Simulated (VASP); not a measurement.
Input of a VASP 6.6.1 run:

The input INCAR:

```
PREC = Accurate
ENCUT = 520
EDIFF = 1E-8
ISMEAR = 0
SIGMA = 0.01
LREAL = F
LASPH = T
NELM = 60
ALGO = Normal
ISIF = 2
LWAVE = F
LCHARG = F
GGA = PS
LEPSILON = T
```

The input KPOINTS:

```
Automatic mesh
0
Gamma
  8 8 2
```

Contents of POSCAR:

```
WS2
1.0
    3.1835163552      0.0000000000      0.0000000000
   -1.5917581776      2.7570060369      0.0000000000
    0.0000000000      0.0000000000     16.9505778900
W S
1 2
Direct
    0.0000000000      0.0000000000      0.0000000000
    0.3333333333      0.6666666667      0.0920005100
    0.3333333333      0.6666666667      0.9079994900
```

Potentials or basis: VASP PAW PBE potentials, release 64 (W_sv, S).

Command:

```console
$ cat potpaw_PBE.64/W_sv/POTCAR potpaw_PBE.64/S/POTCAR > POTCAR
$ mpirun -np 1 vasp_std > vasp.out
```

**Question.** What does it give for the electronic dielectric tensor (diagonal)?

**Answer.** 5.63, 5.63, 1.43.

**Question.** What does it give for the Born charges (mean of the diagonal)?

**Answer.** W -0.41; S +0.20 e.

**Question.** What does it give for the band gap on the k mesh?

**Answer.** 2.07 eV (least direct gap 2.25 eV).

Electronic dielectric tensor:
```
5.63 0.00 0.00
0.00 5.63 0.00
0.00 0.00 1.43
```

Caveat: there is no dipole correction, which matters where the two faces differ; spin-orbit coupling is left out, which moves the levels of the heavy elements.
